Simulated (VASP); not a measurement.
Input of a VASP 6.6.1 run:

Contents of INCAR:

```
SYSTEM = CdH2
ALGO = Fast
EDIFF = 1E-6
ENCUT = 520
GGA = PE
ISIF = 2
ISMEAR = 0
LASPH = .TRUE.
LCHARG = .FALSE.
LREAL = .FALSE.
LWAVE = .FALSE.
NBANDS = 14
NELM = 60
PREC = Accurate
SIGMA = 0.1
```

KPOINTS

```
k-points
0
G
  14 14 12
  0 0 0
```

File POSCAR:

```
CdH2
1.0
    3.1636261329      0.0000000000      0.0000000000
    0.0000000000      3.1636261329      0.0000000000
    0.0000000000      0.0000000000      3.7080452271
Cd H
1 2
Direct
    0.5000000000      0.5000000000      0.0000000000
    0.0000000000      0.0000000000      0.0000000000
    0.5000000000      0.5000000000      0.5000000000
```

Potentials or basis: VASP PAW PBE potentials, release 64 (Cd, H).

Launch:

```console
$ cat potpaw_PBE.64/Cd/POTCAR potpaw_PBE.64/H/POTCAR > POTCAR
$ mpirun -np 1 vasp_std > vasp.out
```

Question: What does it give for the pressure?

Answer: 0.3 GPa.

Question: What does it give for the band gap on the k mesh?

Answer: Zero (bands 7 and 8 overlap by 1.92 eV).

Stress tensor (GPa, compression positive):
```
0.16 0.00 0.00
0.00 0.16 0.00
0.00 0.00 0.56
```
